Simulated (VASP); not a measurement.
NbAs, 4 atoms in the cell. The structure is tetragonal, space group I4_1md (No. 109). Conventional cell: a = 3.452 Å, b = 3.452 Å, c = 11.680 Å, α = 90.00°, β = 90.00°, γ = 90.00°. Within 3.5 Å of Nb (site symmetry 2mm) lie 6 As at 2.60 to 2.63 Å and 8 Nb at 3.39 to 3.45 Å. Within 3.5 Å of As (site symmetry 2mm) lie 6 Nb at 2.60 to 2.63 Å and 8 As at 3.39 to 3.45 Å. 

| Property | Result |
| --- | --- |
| Program | VASP 6.6.1 |
| Task | single point |
| Functional | PBEsol |
| Potentials or basis | VASP PAW PBE potentials, release 64 (Nb_sv, As) |
| Cutoff | 520 eV |
| k mesh | 7 × 7 × 7 |
| Occupations | fermi-dirac, width 0.03 eV |
| Spin | no spin polarisation |
| Dipole correction | no |
| Further INCAR settings | ALGO = Normal; EDIFF = 1e-06; NBANDS = 26 |

Potentials or basis: VASP PAW PBE potentials, release 64 (Nb_sv, As).

Launch:

```bash
$ cat potpaw_PBE.64/Nb_sv/POTCAR potpaw_PBE.64/As/POTCAR > POTCAR
$ mpirun -np 1 vasp_std > vasp.out
```

Hardware: 1 thread of Intel(R) Xeon(R) 6975P-C (Granite Rapids), with other jobs on the host.

Task: How long does it take, and how much memory?

Result: Run time: 68 s on 1 thread of Intel(R) Xeon(R) 6975P-C (Granite Rapids) (shared host), peak memory 0.34 GiB. Counts: scf iterations 13, k points 40.
